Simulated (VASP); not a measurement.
# RbCdI3 (Pm-3m) in VASP: further runs, part 2 of 2

VASP 6.6.1. Earlier steps stand in the parts before.

### 3 Single point, PBE

This run uses another cell than the first one, of 42.15 Å³/atom.

INCAR

```
PREC     = Accurate       # precision mode
ENCUT    = 520            # plane-wave cutoff, eV
EDIFF    = 1E-7           # SCF threshold, eV
ISMEAR   = -1             # smearing method
SIGMA    = 0.02           # smearing width, eV
LREAL    = F              # projectors in reciprocal space
LASPH    = T              # aspherical terms in the spheres
NELM     = 60             # most SCF steps
ALGO     = Normal         # electronic algorithm
ISIF     = 2              # what is computed and relaxed
LWAVE    = F              # write WAVECAR
LCHARG   = F              # write CHGCAR
GGA      = PE             # functional
NBANDS   = 29             # bands
```

KPOINTS

```
regular mesh
0
Gamma
  4 4 4
```

POSCAR

```
RbCdI3
1.0
    5.9509153007      0.0000000000      0.0000000000
    0.0000000000      5.9509153007      0.0000000000
    0.0000000000      0.0000000000      5.9509153007
Rb Cd I
1 1 3
Direct
    0.0000000000      0.0000000000      0.0000000000
    0.5000000000      0.5000000000      0.5000000000
    0.5000000000      0.5000000000      0.0000000000
    0.5000000000      0.0000000000      0.5000000000
    0.0000000000      0.5000000000      0.5000000000
```

Potentials or basis: VASP PAW PBE potentials, release 64 (Rb_sv, Cd, I).

Started as:

```console
> cat potpaw_PBE.64/Rb_sv/POTCAR potpaw_PBE.64/Cd/POTCAR potpaw_PBE.64/I/POTCAR > POTCAR
> mpirun -np 1 vasp_std > vasp.out
```

OUTCAR:

```text
PREC = Accurate
   ENCUT = 520
   EDIFF = 1E-7
   ISMEAR = -1
   LREAL = F
   LASPH = T
   NELM = 60
   ISIF = 2
   GGA = PE

 ion  position               nearest neighbor table
   1  0.000  0.000  0.000-   3 4.21   4 4.21   5 4.21   4 4.21   5 4.21   3 4.21   5 4.21   5 4.21
                             3 4.21   4 4.21   4 4.21   3 4.21
   2  0.500  0.500  0.500-   3 2.98   4 2.98   5 2.98   3 2.98   4 2.98   5 2.98
   3  0.500  0.500  0.000-   2 2.98   2 2.98   1 4.21   1 4.21   1 4.21   1 4.21
   4  0.500  0.000  0.500-   2 2.98   2 2.98   1 4.21   1 4.21   1 4.21   1 4.21
   5  0.000  0.500  0.500-   2 2.98   2 2.98   1 4.21   1 4.21   1 4.21   1 4.21

  LATTYP: Found a simple cubic cell.
 ALAT       =     5.9509153007

  Lattice vectors:

 A1 = (   5.9509153007,   0.0000000000,   0.0000000000)
 A2 = (   0.0000000000,   5.9509153007,   0.0000000000)
 A3 = (   0.0000000000,   0.0000000000,   5.9509153007)

Analysis of symmetry for initial positions (statically):
=====================================================================
 Subroutine PRICEL returns:
 Original cell was already a primitive cell.

 Routine SETGRP: Setting up the symmetry group for a
 simple cubic supercell.

 Subroutine GETGRP returns: Found 48 space group operations
 (whereof 48 operations were pure point group operations)
 out of a pool of 48 trial point group operations.

The static configuration has the point symmetry O_h .

Analysis of symmetry for dynamics (positions and initial velocities):
=====================================================================
 Subroutine PRICEL returns:
 Original cell was already a primitive cell.

 Routine SETGRP: Setting up the symmetry group for a
 simple cubic supercell.

 Subroutine GETGRP returns: Found 48 space group operations
 (whereof 48 operations were pure point group operations)
 out of a pool of 48 trial point group operations.
[... 109 lines left out ...]
   IALGO  =     38    algorithm
   IMIX   =      4    mixing-type and parameters
     AMIX     =   0.40;   BMIX     =  1.00
     AMIX_MAG =   1.60;   BMIX_MAG =  1.00
  volume/ion in A,a.u.               =      42.15       284.43
  Fermi-wavevector in a.u.,A,eV,Ry     =   0.956256  1.807062 12.441514  0.914425
  Thomas-Fermi vector in A             =   2.085168
   LORBIT       =      0    0 simple, 1 ext, 2 COOP (PROOUT), +10 PAW based schemes
   GGA     = PE    functional components
   LHFCALC =     F    Hartree Fock is set to
   AEXX    =    0.0000 exact exchange contribution
   IVDW    =     0    specifies the selected vdW correction
   LEPSILON=     F    determine dielectric tensor
   LRPA    =     F    only Hartree local field effects (RPA)
 non-spin polarized calculation
  energy-cutoff  :      520.00
  volume of cell :      210.74
 maximum number of plane-waves:      5702
 NGX is ok and might be reduce to    48
   NGX = 23   NGY = 23   NGZ = 23

 number of electron      42.0000006 magnetization

 Free energy of the ion-electron system (eV)
  ---------------------------------------------------
  ext. energy  EPLUGINS =         0.00000000
  ---------------------------------------------------
  free energy    TOTEN  =       -10.69278779 eV

  energy without entropy =      -10.69066373  energy(sigma->0) =      -10.69172576

 E-fermi :   1.0243     XC(G=0):  -7.7521

 val. band max:        0.9851122352   @ k =   0.5000   0.5000   0.5000
 cond. band min:       2.1234751921   @ k =   0.2500   0.0000   0.0000
 fundamental gap:      1.1383629569
 Fermi energy:         1.0242815406

 k-point     1 :       0.0000    0.0000    0.0000
  band No.  band energies     occupation
      1     -25.1021      2.00000
      2     -10.7903      2.00000
      3     -10.2176      2.00000
      4     -10.2176      2.00000
      5      -9.1700      2.00000
      6      -9.1700      2.00000
[... 309 lines left out ...]
     28       7.5339      0.00000
     29       7.5339      0.00000

------------------------ aborting loop because EDIFF is reached ----------------------------------------

  FORCE on cell =-STRESS in cart. coord.  units (eV):
  Direction    XX          YY          ZZ          XY          YZ          ZX
  --------------------------------------------------------------------------------------
  -------------------------------------------------------------------------------------
  Total        0.9249567      0.9249567      0.9249567     -0.0000000     -0.0000000     -0.0000000
  in kB        7.0320292      7.0320292      7.0320292     -0.0000000     -0.0000000     -0.0000000
  external PRESSURE =       7.0320292 kB  Pullay stress =       0.0000000 kB

 VOLUME and BASIS-vectors are now :
 -----------------------------------------------------------------------------
  energy-cutoff  :      520.00
  volume of cell :      210.74
      direct lattice vectors                 reciprocal lattice vectors
     5.950915301  0.000000000  0.000000000     0.168041377  0.000000000  0.000000000
     0.000000000  5.950915301  0.000000000     0.000000000  0.168041377  0.000000000
     0.000000000  0.000000000  5.950915301     0.000000000  0.000000000  0.168041377

 POSITION                                       TOTAL-FORCE (eV/Angst)
 -----------------------------------------------------------------------------------
      0.00000      0.00000      0.00000         0.000000      0.000000      0.000000
      2.97546      2.97546      2.97546         0.000000      0.000000      0.000000
      2.97546      2.97546      0.00000         0.000000      0.000000      0.000000
      2.97546      0.00000      2.97546         0.000000      0.000000      0.000000
      0.00000      2.97546      2.97546         0.000000      0.000000      0.000000
 -----------------------------------------------------------------------------------
    total drift:                                0.000000     -0.000000     -0.000000

  FREE ENERGIE OF THE ION-ELECTRON SYSTEM (eV)
  ---------------------------------------------------
  free  energy   TOTEN  =       -10.6927877851 eV

  energy  without entropy=      -10.6906637278  energy(sigma->0) =      -10.69172576
```

It took 56 s on 1 thread of Intel Xeon Platinum 8488C (Sapphire Rapids), shared host; peak memory 0.35 GiB.

Results:

```yaml
Free_energy: -10.6928 eV
Pressure: 0.7 GPa
Band_gap_on_the_k_mesh: zero (bands 21 and 22 overlap by 0.27 eV)
```

Levels at points of the mesh, in eV from the Fermi level:
```csv
k point,band 17,band 18,band 19,band 20,band 21,band 22,band 23,band 24,band 25,band 26
"(0.00, 0.00, 0.00)",-0.78,-0.78,-0.49,-0.49,-0.49,-0.31,3.54,5.00,5.00,5.58
"(0.50, 0.00, 0.00)",-1.04,-1.04,-0.99,-0.64,-0.64,2.61,4.90,5.33,6.11,6.34
"(0.50, 0.50, 0.00)",-1.22,-1.08,-1.08,-0.19,-0.06,4.05,4.90,4.90,5.60,6.49
"(0.50, 0.50, 0.50)",-0.17,-0.17,-0.04,-0.04,-0.04,4.12,4.18,4.18,4.18,5.56
```

Caveat: semilocal functionals underestimate gaps, and a narrow one can read as zero; spin-orbit coupling is left out, which moves the levels of the heavy elements.

### 4 Single point, r2SCAN (strain -5.0%)

POSCAR, as its differences from that of step 3:

```diff
@@ -2,5 +2,5 @@
 1.0
-    5.9509153007      0.0000000000      0.0000000000
-    0.0000000000      5.9509153007      0.0000000000
-    0.0000000000      0.0000000000      5.9509153007
+    5.6533695357      0.0000000000      0.0000000000
+    0.0000000000      5.6533695357      0.0000000000
+    0.0000000000      0.0000000000      5.6533695357
 Rb Cd I
```

INCAR.step1

```
SYSTEM = RbCdI3
PREC = Accurate
ENCUT = 520
ISMEAR = -1
SIGMA = 0.02
LREAL = .False.
LASPH = .True.
NELM = 80
NBANDS = 29
GGA = PE
ALGO = Normal
EDIFF = 1E-4
LWAVE = .True.
LCHARG = .False.
```

INCAR.step2

```
SYSTEM = RbCdI3
PREC = Accurate
ENCUT = 520
EDIFF = 1E-6
ISMEAR = -1
SIGMA = 0.02
LREAL = .False.
LASPH = .True.
NELM = 80
ALGO = Normal
ISIF = 2
LWAVE = .False.
LCHARG = .False.
METAGGA = R2SCAN
LMIXTAU = .True.
NBANDS = 29
ISTART = 1
```

KPOINTS

```
regular mesh
0
Gamma
  4 4 4
  0 0 0
```

Potentials or basis: VASP PAW PBE potentials, release 64 (Rb_sv, Cd, I).

Started as:

```console
> cat potpaw_PBE.64/Rb_sv/POTCAR potpaw_PBE.64/Cd/POTCAR potpaw_PBE.64/I/POTCAR > POTCAR
> cp INCAR.step1 INCAR
> mpirun -np 1 vasp_std > vasp.out
> cp INCAR.step2 INCAR
> mpirun -np 1 vasp_std > vasp.out
```

OUTCAR:

```text
SYSTEM = RbCdI3
   PREC = Accurate
   ENCUT = 520
   EDIFF = 1E-6
   ISMEAR = -1
   LREAL = .False.
   LASPH = .True.
   NELM = 80
   ISIF = 2
   METAGGA = R2SCAN
   ISTART = 1

 ion  position               nearest neighbor table
   1  0.000  0.000  0.000-   3 4.00   4 4.00   5 4.00   4 4.00   5 4.00   3 4.00   5 4.00   5 4.00
                             3 4.00   4 4.00   4 4.00   3 4.00
   2  0.500  0.500  0.500-   3 2.83   4 2.83   5 2.83   3 2.83   4 2.83   5 2.83
   3  0.500  0.500  0.000-   2 2.83   2 2.83   1 4.00   1 4.00   1 4.00   1 4.00
   4  0.500  0.000  0.500-   2 2.83   2 2.83   1 4.00   1 4.00   1 4.00   1 4.00
   5  0.000  0.500  0.500-   2 2.83   2 2.83   1 4.00   1 4.00   1 4.00   1 4.00

  LATTYP: Found a simple cubic cell.
 ALAT       =     5.6533695357

  Lattice vectors:

 A1 = (   5.6533695357,   0.0000000000,   0.0000000000)
 A2 = (   0.0000000000,   5.6533695357,   0.0000000000)
 A3 = (   0.0000000000,   0.0000000000,   5.6533695357)

Analysis of symmetry for initial positions (statically):
=====================================================================
 Subroutine PRICEL returns:
[... 164 lines left out ...]
 cond. band min:       2.2892745605   @ k =   0.0000   0.0000   0.0000
 fundamental gap:      0.3127791231
 Fermi energy:         2.1534134011

 k-point     1 :       0.0000    0.0000    0.0000
  band No.  band energies     occupation
      1     -24.9198      2.00000
      2     -10.8683      2.00000
      3     -10.0093      2.00000
      4     -10.0093      2.00000
      5      -8.4707      2.00000
      6      -8.4707      2.00000
[... 309 lines left out ...]
     28       9.0470      0.00000
     29       9.3582      0.00000

------------------------ aborting loop because EDIFF is reached ----------------------------------------

  FORCE on cell =-STRESS in cart. coord.  units (eV):
  Direction    XX          YY          ZZ          XY          YZ          ZX
  --------------------------------------------------------------------------------------
  -------------------------------------------------------------------------------------
  Total        5.7753197      5.7753197      5.7753197      0.0000000      0.0000000     -0.0000000
  in kB       51.2111453     51.2111453     51.2111453      0.0000000      0.0000000     -0.0000000
  external PRESSURE =      51.2111453 kB  Pullay stress =       0.0000000 kB

 VOLUME and BASIS-vectors are now :
 -----------------------------------------------------------------------------
  energy-cutoff  :      520.00
  volume of cell :      180.69
      direct lattice vectors                 reciprocal lattice vectors
     5.653369536  0.000000000  0.000000000     0.176885660  0.000000000  0.000000000
     0.000000000  5.653369536  0.000000000     0.000000000  0.176885660  0.000000000
     0.000000000  0.000000000  5.653369536     0.000000000  0.000000000  0.176885660

 POSITION                                       TOTAL-FORCE (eV/Angst)
 -----------------------------------------------------------------------------------
      0.00000      0.00000      0.00000         0.000000      0.000000      0.000000
      2.82668      2.82668      2.82668         0.000000      0.000000      0.000000
      2.82668      2.82668      0.00000         0.000000      0.000000      0.000000
      2.82668      0.00000      2.82668         0.000000      0.000000      0.000000
      0.00000      2.82668      2.82668         0.000000      0.000000      0.000000
 -----------------------------------------------------------------------------------
    total drift:                                0.000000     -0.000000     -0.000000

  FREE ENERGIE OF THE ION-ELECTRON SYSTEM (eV)
  ---------------------------------------------------
  free  energy   TOTEN  =      -112.5652993272 eV

  energy  without entropy=     -112.5652864606  energy(sigma->0) =     -112.56529289
```

OUTCAR.step1:

```text
SYSTEM = RbCdI3
   PREC = Accurate
   ENCUT = 520
   ISMEAR = -1
   LREAL = .False.
   LASPH = .True.
[... 535 lines left out ...]
      2.82668      2.82668      0.00000         0.000000      0.000000      0.000000
      2.82668      0.00000      2.82668         0.000000      0.000000      0.000000
      0.00000      2.82668      2.82668         0.000000      0.000000      0.000000
 -----------------------------------------------------------------------------------
    total drift:                                0.000000     -0.000000     -0.000000

  FREE ENERGIE OF THE ION-ELECTRON SYSTEM (eV)
  ---------------------------------------------------
  free  energy   TOTEN  =       -10.1639188304 eV

  energy  without entropy=      -10.1617148820  energy(sigma->0) =      -10.16281686
```

OSZICAR.step1:

```text
N       E                     dE             d eps       ncg     rms          rms(c)
DAV:   1     0.270971932607E+03    0.27097E+03   -0.17947E+04   580   0.125E+03
DAV:   2     0.806736019455E+01   -0.26290E+03   -0.25489E+03   726   0.250E+02
DAV:   3    -0.102014252687E+02   -0.18269E+02   -0.18203E+02   723   0.670E+01
DAV:   4    -0.107309823119E+02   -0.52956E+00   -0.52906E+00   892   0.101E+01
DAV:   5    -0.107356750077E+02   -0.46927E-02   -0.46926E-02   737   0.976E-01    0.886E+00
DAV:   6    -0.102301822234E+02    0.50549E+00   -0.91438E-01   655   0.829E+00    0.721E+00
DAV:   7    -0.101635781313E+02    0.66604E-01   -0.57213E-01   671   0.377E+00    0.244E+00
DAV:   8    -0.101638311068E+02   -0.25298E-03   -0.80764E-02   640   0.246E+00    0.721E-01
DAV:   9    -0.101640029345E+02   -0.17183E-03   -0.82407E-03   692   0.852E-01    0.259E-01
DAV:  10    -0.101639062898E+02    0.96645E-04   -0.18627E-03   645   0.386E-01    0.514E-02
DAV:  11    -0.101639188304E+02   -0.12541E-04   -0.17307E-04   541   0.781E-02
   1 F= -.10163919E+02 E0= -.10162817E+02  d E =-.220395E-02
```

It took 2.1 min on 1 thread of Intel Xeon Platinum 8488C (Sapphire Rapids), shared host; peak memory 0.31 GiB.

What came out:

- Free energy: -112.5653 eV
- Pressure: 5.1 GPa
- Band gap on the k mesh: 0.31 eV (least direct gap 0.93 eV)

Caveat: the cell differs from its parent crystal (strain -5.0%); the cell stands under pressure; semilocal functionals underestimate gaps, and a narrow one can read as zero; the PAW data sets were made with another functional, which shifts forces and pressure a little; spin-orbit coupling is left out, which moves the levels of the heavy elements. A k mesh can miss the band edges.

### 5 Single point, r2SCAN

This run uses another cell than the first one, of 42.15 Å³/atom.

POSCAR, as its differences from that of step 4:

```diff
@@ -2,5 +2,5 @@
 1.0
-    5.6533695357      0.0000000000      0.0000000000
-    0.0000000000      5.6533695357      0.0000000000
-    0.0000000000      0.0000000000      5.6533695357
+    5.9509153007      0.0000000000      0.0000000000
+    0.0000000000      5.9509153007      0.0000000000
+    0.0000000000      0.0000000000      5.9509153007
 Rb Cd I
```

INCAR.step1

```
SYSTEM = RbCdI3
PREC = Accurate ; ENCUT = 520
ISMEAR = -1 ; SIGMA = 0.02
LREAL = .False. ; LASPH = .True.
NELM = 100 ; NBANDS = 29
GGA = PE ; ALGO = Normal
EDIFF = 1E-4 ; LWAVE = .True.
LCHARG = .False.
```

INCAR.step2

```
SYSTEM = RbCdI3
PREC = Accurate ; ENCUT = 520
EDIFF = 1E-7 ; ISMEAR = -1
SIGMA = 0.02 ; LREAL = .False.
LASPH = .True. ; NELM = 100
ALGO = Normal ; ISIF = 2
LWAVE = .False. ; LCHARG = .True.
METAGGA = R2SCAN ; LMIXTAU = .True.
LELF = .True. ; LVHAR = .True.
NBANDS = 29 ; ISTART = 1
```

KPOINTS

```
Automatic mesh
0
Gamma
  4 4 4
  0 0 0
```

Started as:

```console
> cat potpaw_PBE.64/Rb_sv/POTCAR potpaw_PBE.64/Cd/POTCAR potpaw_PBE.64/I/POTCAR > POTCAR
> cp INCAR.step1 INCAR
> mpirun -np 1 vasp_std > vasp.out
> cp INCAR.step2 INCAR
> mpirun -np 1 vasp_std > vasp.out
```

Wall time 2.8 min (1 thread of Intel Xeon Platinum 8488C (Sapphire Rapids), shared host); peak memory 0.39 GiB.

The run converged. Its results:

| Property | Result |
| --- | --- |
| Free energy | -112.9894 eV |
| Pressure | 0.1 GPa |
| Band gap on the k mesh | 0.16 eV (least direct gap 0.64 eV) |

Levels at points of the mesh, in eV from the valence-band top:
```csv
k point,band 17,band 18,band 19,band 20,band 21,band 22,band 23,band 24,band 25,band 26
"(0.00, 0.00, 0.00)",-0.77,-0.77,-0.48,-0.48,-0.48,0.16,4.20,5.51,5.51,6.13
"(0.50, 0.00, 0.00)",-1.03,-1.03,-0.97,-0.63,-0.63,3.00,5.48,5.90,6.85,6.97
"(0.50, 0.50, 0.00)",-1.20,-1.07,-1.07,-0.20,-0.02,4.52,5.49,5.49,6.32,7.06
"(0.50, 0.50, 0.50)",-0.19,-0.19,0.00,0.00,0.00,4.74,4.78,4.78,4.78,6.15
```

Caveat: semilocal functionals underestimate gaps, and a narrow one can read as zero; the PAW data sets were made with another functional, which shifts forces and pressure a little; spin-orbit coupling is left out, which moves the levels of the heavy elements. A k mesh can miss the band edges.

### 6 Summary

| level | cell | gap on the mesh (eV) | pressure (GPa) |
| --- | --- | --- | --- |
| PBE | a = 5.653 Å, 5 atoms | none | 5.6 |
| PBE | a = 5.951 Å, 5 atoms | none | 0.7 |
| r2SCAN | a = 5.653 Å, 5 atoms | 0.31 | 5.1 |
| r2SCAN | a = 5.951 Å, 5 atoms | 0.16 | 0.1 |

Alike in all rows: task single point; potentials or basis VASP PAW PBE potentials, release 64 (Rb_sv, Cd, I); no spin polarisation; k mesh 4 × 4 × 4; cutoff (eV) 520; smearing fermi-dirac 0.02 eV.

Caveats: semilocal functionals underestimate gaps, and a narrow one can read as zero; spin-orbit coupling is left out, which moves the levels of the heavy elements; the cell stands under pressure (at least some runs); the PAW data sets were made with another functional, which shifts forces and pressure a little (at least some runs).

Absolute energies hang on the potentials; compare differences alone.

The gap in the log of VASP goes by the Fermi energy; the results here count the filled bands.